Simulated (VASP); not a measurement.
# HC10 in VASP: single point with PBE+D3(BJ)

Aim: the single point of HC10 with PBE+D3(BJ).

Everything below comes from runs of VASP 6.6.1. Logs are shortened: lines on timing, memory, paths and dates and some standing lists are left out, and cuts for length are marked.

## Step 1: The cell of the first run

The cell holds a slab with vacuum, 11 atoms: a = 2.465 Å, b = 2.465 Å, c = 32.481 Å, α = 90.00°, β = 90.00°, γ = 120.00°.

## Step 2: Single point, PBE+D3(BJ)

INCAR

```
PREC     = Accurate       # precision mode
ENCUT    = 520            # plane-wave cutoff, eV
EDIFF    = 1E-6           # SCF threshold, eV
ISMEAR   = 0              # smearing method
SIGMA    = 0.1            # smearing width, eV
LREAL    = F              # projectors in reciprocal space
LASPH    = T              # aspherical terms in the spheres
NELM     = 80             # most SCF steps
ALGO     = Normal         # electronic algorithm
ISIF     = 2              # what is computed and relaxed
LWAVE    = F              # write WAVECAR
LCHARG   = F              # write CHGCAR
LDIPOL   = T            
IDIPOL   = 3            
DIPOL    = 0.5 0.5 0.489
GGA      = PE             # functional
IVDW     = 12             # dispersion correction
NBANDS   = 32             # bands
```

KPOINTS

```
Automatic mesh
0
Gamma
  12 12 1
```

POSCAR

```
HC10
1.0
    2.4649634496      0.0000000000      0.0000000000
   -1.2324817248      2.1347209668      0.0000000000
    0.0000000000      0.0000000000     32.4810787678
C H
10 1
Direct
    0.0000000000      0.0000000000      0.2616908206
    0.6666666666      0.3333333333      0.2616908157
    0.0000000000      0.0000000000      0.3654518341
    0.3333333333      0.6666666667      0.3654518293
    0.0053792636      0.0107585272      0.4699644436
    0.6720291614      0.3440583227      0.4699521811
    0.0270190343      0.0540380686      0.5729410365
    0.3603910043      0.7207820085      0.5730347303
    0.0337833549      0.0675667097      0.6720614791
    0.7004854342      0.4009708684      0.6638208927
    0.0342052287      0.0684104574      0.7082008255
```

Potentials or basis: VASP PAW PBE potentials, release 64 (C, H).

On the command line:

```
$ cat potpaw_PBE.64/C/POTCAR potpaw_PBE.64/H/POTCAR > POTCAR
$ mpirun -np 1 vasp_std > vasp.out
```

OUTCAR:

```text
PREC = Accurate
   ENCUT = 520
   EDIFF = 1E-6
   ISMEAR = 0
   LREAL = F
   LASPH = T
   NELM = 80
   ISIF = 2
   GGA = PE
   IVDW = 12
 IVDW          = 12

 ion  position               nearest neighbor table
   1  0.000  0.000  0.262-   2 1.42   2 1.42   2 1.42
   2  0.667  0.333  0.262-   1 1.42   1 1.42   1 1.42
   3  0.000  0.000  0.365-   4 1.42   4 1.42   4 1.42
   4  0.333  0.667  0.365-   3 1.42   3 1.42   3 1.42
   5  0.005  0.011  0.470-   6 1.42   6 1.42   6 1.42
   6  0.672  0.344  0.470-   5 1.42   5 1.42   5 1.42
   7  0.027  0.054  0.573-   8 1.42   8 1.42   8 1.42
   8  0.360  0.721  0.573-   7 1.42   7 1.42   7 1.42
   9  0.034  0.068  0.672-  11 1.17  10 1.45  10 1.45  10 1.45
  10  0.700  0.401  0.664-   9 1.45   9 1.45   9 1.45
  11  0.034  0.068  0.708-   9 1.17

  LATTYP: Found a hexagonal cell.
 ALAT       =     2.4649634496
 C/A-ratio  =    13.1771036090

  Lattice vectors:

 A1 = (   2.4649634496,   0.0000000000,   0.0000000000)
 A2 = (  -1.2324817248,   2.1347209668,   0.0000000000)
 A3 = (   0.0000000000,   0.0000000000,  32.4810787678)

Analysis of symmetry for initial positions (statically):
=====================================================================
 Subroutine PRICEL returns:
 Original cell was already a primitive cell.

 Routine SETGRP: Setting up the symmetry group for a
 hexagonal supercell.

 Subroutine GETGRP returns: Found  2 space group operations
 (whereof  2 operations were pure point group operations)
 out of a pool of 24 trial point group operations.

The static configuration has the point symmetry C_1h.

Analysis of symmetry for dynamics (positions and initial velocities):
=====================================================================
 Subroutine PRICEL returns:
 Original cell was already a primitive cell.

 Routine SETGRP: Setting up the symmetry group for a
 hexagonal supercell.

 Subroutine GETGRP returns: Found  2 space group operations
 (whereof  2 operations were pure point group operations)
 out of a pool of 24 trial point group operations.

The dynamic configuration has the point symmetry C_1h.

 Subroutine INISYM returns: Found  2 space group operations
 (whereof  2 operations are pure point group operations),
 and found     1 'primitive' translations

----------------------------------------------------------------------------------------

                                     Primitive cell

  volume of cell :     170.9157

  direct lattice vectors                    reciprocal lattice vectors
     2.464963450  0.000000000  0.000000000     0.405685529  0.234222649  0.000000000
    -1.232481725  2.134720967  0.000000000     0.000000000  0.468445298  0.000000000
     0.000000000  0.000000000 32.481078768     0.000000000  0.000000000  0.030787155

  length of vectors
     2.464963450  2.464963450 32.481078768     0.468445298  0.468445298  0.030787155

  position of ions in fractional coordinates (direct lattice)
     0.000000000  0.000000000  0.261690821
     0.666666667  0.333333333  0.261690816
     0.000000000  0.000000000  0.365451834
     0.333333333  0.666666667  0.365451829
     0.005379264  0.010758527  0.469964444
     0.672029161  0.344058323  0.469952181
     0.027019034  0.054038069  0.572941036
     0.360391004  0.720782009  0.573034730
     0.033783355  0.067566710  0.672061479
     0.700485434  0.400970868  0.663820893
     0.034205229  0.068410457  0.708200826

  ion indices of the primitive-cell ions
   primitive index   ion index
                 1           1
                 2           2
                 3           3
                 4           4
                 5           5
                 6           6
                 7           7
                 8           8
                 9           9
                10          10
                11          11

----------------------------------------------------------------------------------------

 KPOINTS: Automatic mesh

Automatic generation of k-mesh.
 Grid dimensions read from file:
 generate k-points for:   12   12    1

 Generating k-lattice:

  Cartesian coordinates                     Fractional coordinates (reciprocal lattice)
     0.033807127  0.019518554  0.000000000     0.083333333  0.000000000  0.000000000
     0.000000000  0.039037108  0.000000000     0.000000000  0.083333333  0.000000000
     0.000000000  0.000000000  0.030787155     0.000000000  0.000000000  1.000000000

  Length of vectors
     0.039037108  0.039037108  0.030787155

  Shift w.r.t. Gamma in fractional coordinates (k-lattice)
     0.000000000  0.000000000  0.000000000

 Subroutine IBZKPT returns following result:
 ===========================================

 Found     43 irreducible k-points:

 Following reciprocal coordinates:
            Coordinates               Weight
  0.000000  0.000000  0.000000      1.000000
  0.083333  0.000000  0.000000      4.000000
  0.000000  0.083333  0.000000      2.000000
  0.166667 -0.000000  0.000000      4.000000
  0.000000  0.166667  0.000000      2.000000
  0.250000  0.000000  0.000000      4.000000
[... 16 lines left out ...]
 -0.083333  0.416667  0.000000      4.000000
 -0.416667  0.333333  0.000000      4.000000
 [... further k-points ...]
   k-points           NKPTS =     43   k-points in BZ     NKDIM =     43   number of bands    NBANDS=     32
   number of dos      NEDOS =    301   number of ions     NIONS =     11
   total plane-waves  NPLWV =  81000
   dimension x,y,z NGX =    18 NGY =   18 NGZ =  250
   dimension x,y,z NGXF=    36 NGYF=   36 NGZF=  500
   ions per type =              10   1
   NGX,Y,Z   is equivalent  to a cutoff of  12.14, 12.14, 12.80 a.u.
   NGXF,Y,Z  is equivalent  to a cutoff of  24.28, 24.28, 25.59 a.u.
 SYSTEM =  unknown system
   PREC   = accura    normal or accurate (medium, high low for compatibility)
   ISTART =      0    job   : 0-new  1-cont  2-samecut
   ICHARG =      2    charge: 1-file 2-atom 10-const
   ISPIN  =      1    spin polarized calculation?
   LNONCOLLINEAR =      F non collinear calculations
   LSORBIT =      F    spin-orbit coupling
   LASPH  =      T    aspherical Exc in radial PAW
   ENCUT  =  520.0 eV  38.22 Ry    6.18 a.u.   4.58  4.58 60.39*2*pi/ulx,y,z
   NELM   =     80;   NELMIN=  2; NELMDL= -5     # of ELM steps
   EDIFF  = 0.1E-05   stopping-criterion for ELM
   LREAL  =      F    real-space projection
   EDIFFG = 0.1E-04   stopping-criterion for IOM
   NSW    =      0    number of steps for IOM
   IBRION =     -1    ionic relax: 0-MD 1-quasi-New 2-CG
   NFREE  =      0    steps in history (QN), initial steepest desc. (CG)
   ISIF   =      2    stress and relaxation
   ISYM   =      2    0-nonsym 1-usesym 2-fastsym
   POTIM  = 0.5000    time-step for ionic-motion
   TEBEG  =    0.0;   TEEND  =   0.0 temperature during run
   PSTRESS=    0.0 pullay stress
   NELECT =      41.0000    total number of electrons
   NUPDOWN=      -1.0000    fix difference up-down
   EMIN   =  10.00;   EMAX   =-10.00  energy-range for DOS
   EFERMI =   0.00;   METHOD = LEGACY
   ISMEAR =     0;   SIGMA  =   0.10  broadening in eV -4-tet -1-fermi 0-gaus
   EFERMI_NEDOS =   21; number of points for ismear=-14 and -15
   IALGO  =     38    algorithm
   IMIX   =      4    mixing-type and parameters
     AMIX     =   0.40;   BMIX     =  1.00
     AMIX_MAG =   1.60;   BMIX_MAG =  1.00
  volume/ion in A,a.u.               =      15.54       104.85
  Fermi-wavevector in a.u.,A,eV,Ry     =   1.017206  1.922240 14.078048  1.034707
  Thomas-Fermi vector in A             =   2.150593
   LORBIT       =      0    0 simple, 1 ext, 2 COOP (PROOUT), +10 PAW based schemes
   GGA     = PE    functional components
   LHFCALC =     F    Hartree Fock is set to
   AEXX    =    0.0000 exact exchange contribution
   IVDW    =    12    specifies the selected vdW correction
   LEPSILON=     F    determine dielectric tensor
   LRPA    =     F    only Hartree local field effects (RPA)
 non-spin polarized calculation
 Gauss-broadening in eV      SIGMA  =   0.10
  energy-cutoff  :      520.00
  volume of cell :      170.92
 maximum number of plane-waves:      4670
   NGX =  9   NGY =  9   NGZ =121

 dipolmoment           0.000000      0.000000      0.007384 electrons x Angstroem

 number of electron      40.9999993 magnetization

 dipolmoment           0.000000      0.000000     -0.009072 electrons x Angstroem

 Free energy of the ion-electron system (eV)
  ---------------------------------------------------
  ext. energy  EPLUGINS =         0.00000000
  ---------------------------------------------------
  free energy    TOTEN  =       -93.60048003 eV

  energy without entropy =      -93.59484290  energy(sigma->0) =      -93.59766147

 E-fermi :   0.5857     XC(G=0):  -5.8222

 val. band max:        0.5825992875   @ k =   0.3333   0.3333   0.0000
 cond. band min:       0.5931149531   @ k =   0.3333   0.3333   0.0000
 fundamental gap:      0.0105156657
 Fermi energy:         0.5857486551

 k-point     1 :       0.0000    0.0000    0.0000
  band No.  band energies     occupation
      1     -19.6634      2.00000
      2     -19.0228      2.00000
      3     -18.9438      2.00000
      4     -18.8477      2.00000
      5     -18.7733      2.00000
      6      -9.8563      2.00000
[... 24 lines left out ...]
     31       8.3688      0.00000
     32       8.9164      0.00000

 k-point     2 :       0.0833    0.0000    0.0000
  band No.  band energies     occupation
      1     -19.4950      2.00000
      2     -18.8574      2.00000
      3     -18.7792      2.00000
      4     -18.6840      2.00000
      5     -18.6101      2.00000
      6      -9.6832      2.00000
[... 762 lines left out ...]
 k-point    24 :      -0.4167    0.3333    0.0000
  band No.  band energies     occupation
      1     -16.2187      2.00000
      2     -15.6284      2.00000
      3     -15.5636      2.00000
      4     -15.4872      2.00000
      5     -15.4238      2.00000
      6     -10.4397      2.00000
[... 24 lines left out ...]
     31       8.9914      0.00000
     32       9.0576      0.00000

 [... further k-points ...]

------------------------ aborting loop because EDIFF is reached ----------------------------------------

 vacuum level on the upper side and lower side of the slab       (xc-potential included)        -0.301        -0.064

 Edisp (eV)   -1.48695

 E8    (eV) :    -0.4267

  FORCE on cell =-STRESS in cart. coord.  units (eV):
  Direction    XX          YY          ZZ          XY          YZ          ZX
  --------------------------------------------------------------------------------------
  -------------------------------------------------------------------------------------
  Total       3.14131     3.13796    -0.06755     0.00000    -0.01428     0.00000
  in kB      29.44692    29.41553    -0.63318     0.00000    -0.13387     0.00000
  external pressure =       19.41 kB  Pullay stress =        0.00 kB

 VOLUME and BASIS-vectors are now :
 -----------------------------------------------------------------------------
  energy-cutoff  :      520.00
  volume of cell :      170.92
      direct lattice vectors                 reciprocal lattice vectors
     2.464963450  0.000000000  0.000000000     0.405685529  0.234222649  0.000000000
    -1.232481725  2.134720967  0.000000000     0.000000000  0.468445298  0.000000000
     0.000000000  0.000000000 32.481078768     0.000000000  0.000000000  0.030787155

 POSITION                                       TOTAL-FORCE (eV/Angst)
 -----------------------------------------------------------------------------------
      0.00000      0.00000      8.50000        -0.000000      0.000667      0.011186
      1.23248      0.71157      8.50000        -0.000000     -0.000849     -0.012397
      0.00000      0.00000     11.87027        -0.000000     -0.000380     -0.002014
     -0.00000      1.42315     11.87027        -0.000000      0.000288      0.008241
      0.00000      0.02297     15.26495        -0.000000      0.000417     -0.003253
      1.23248      0.73447     15.26455        -0.000000      0.000710     -0.004157
     -0.00000      0.11536     18.60974        -0.000000      0.002076      0.004360
      0.00000      1.53867     18.61279        -0.000000     -0.001268      0.002031
      0.00000      0.14424     21.82928         0.000000      0.009220     -0.022992
      1.23248      0.85596     21.56162        -0.000000     -0.005300     -0.008586
      0.00000      0.14604     23.00313         0.000000     -0.005583      0.027581
 -----------------------------------------------------------------------------------
    total drift:                               -0.000003      0.000832     -0.001561

  FREE ENERGIE OF THE ION-ELECTRON SYSTEM (eV)
  ---------------------------------------------------
  free  energy   TOTEN  =       -95.0874307145 eV

  energy  without entropy=      -95.0817935860  energy(sigma->0) =      -95.08461215

 vacuum level on the upper side and lower side of the slab         4.444         4.684
```

Wall time 13 min (1 thread of Intel Xeon 6975P-C, shared host); peak memory 0.37 GiB.

What came out:

| Property | Result |
| --- | --- |
| Free energy | -95.0874 eV |
| Largest force | 0.028 eV/Å |
| Dispersion energy per atom | -0.135 eV |

Forces in eV/Å, atoms in the order of the input:
```
C    0.000  0.001  0.011
C    0.000 -0.001 -0.012
C    0.000  0.000 -0.002
C    0.000  0.000  0.008
C    0.000  0.000 -0.003
C    0.000  0.001 -0.004
C    0.000  0.002  0.004
C    0.000 -0.001  0.002
C    0.000  0.009 -0.023
C    0.000 -0.005 -0.009
H    0.000 -0.006  0.028
```
